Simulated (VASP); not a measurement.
## GdN: single point with r2SCAN+U

The system is GdN.

```xyz
2
Lattice="0.0000 2.4995 2.4995 2.4995 0.0000 2.4995 2.4995 2.4995 0.0000" Properties=species:S:1:pos:R:3 pbc="T T T"
Gd    2.4995    2.4995    2.4995
N     0.0000    0.0000    0.0000
```

```
Program                : VASP 6.6.1
Task                   : single point
Functional             : r2SCAN
Potentials or basis    : VASP PAW PBE potentials, release 64 (Gd, N)
Cutoff                 : 520 eV
k mesh                 : 7 × 7 × 7
Occupations            : gaussian, width 0.05 eV
Spin                   : collinear spin, ferromagnetic start
Starting moments       : [7.0, 0.0] μB
Hubbard terms          : Gd f U = 3.0 eV
Dipole correction      : no
Further INCAR settings : ALGO = Normal; EDIFF = 1e-06; NBANDS = 22
```

The pressure is -1.4 GPa. The band gap on the k mesh is zero (filled and empty bands overlap) and the net moment is 7.00 μB per cell. The site moments are Gd +6.82; N -0.13 μB and the valence electrons inside the program's atomic spheres are Gd 15.22; N 3.67.

Levels at points of the mesh, in eV from the Fermi level:
Spin up:
| k point | band 12 | band 13 | band 14 | band 15 | band 16 | band 17 | band 18 | band 19 |
| --- | --- | --- | --- | --- | --- | --- | --- | --- |
| (0.00, 0.00, 0.00) | -5.11 | 0.23 | 0.23 | 0.23 | 2.83 | 2.83 | 2.83 | 3.80 |
Spin down:
```
           k point  band 4  band 5  band 6  band 7  band 8  band 9  band 10  band 11  band 12  band 13
(0.00, 0.00, 0.00)  -19.09  -13.74   -0.57   -0.57   -0.57    3.79     3.79     3.79     4.30     4.50
```

Eigenvalues of the final occupation matrices:
```csv
site,spin,trace,eigenvalues
site 1 f,1,6.94,0.99 0.99 0.99 0.99 0.99 0.99 0.99
site 1 f,2,0.05,0.00 0.00 0.00 0.00 0.01 0.01 0.01
```

It took 88 s on 1 thread of AMD EPYC 9R45 96-Core Processor (Zen 5), on a shared host, peak memory 0.18 GiB.

Caveat: the PAW data sets were made with another functional, which shifts forces and pressure a little; spin-orbit coupling is left out, which moves the levels of the heavy elements; a cell with one magnetic atom can't hold antiferromagnetic order, which such compounds often take. The state reached can hang on the start; a lower one may exist.
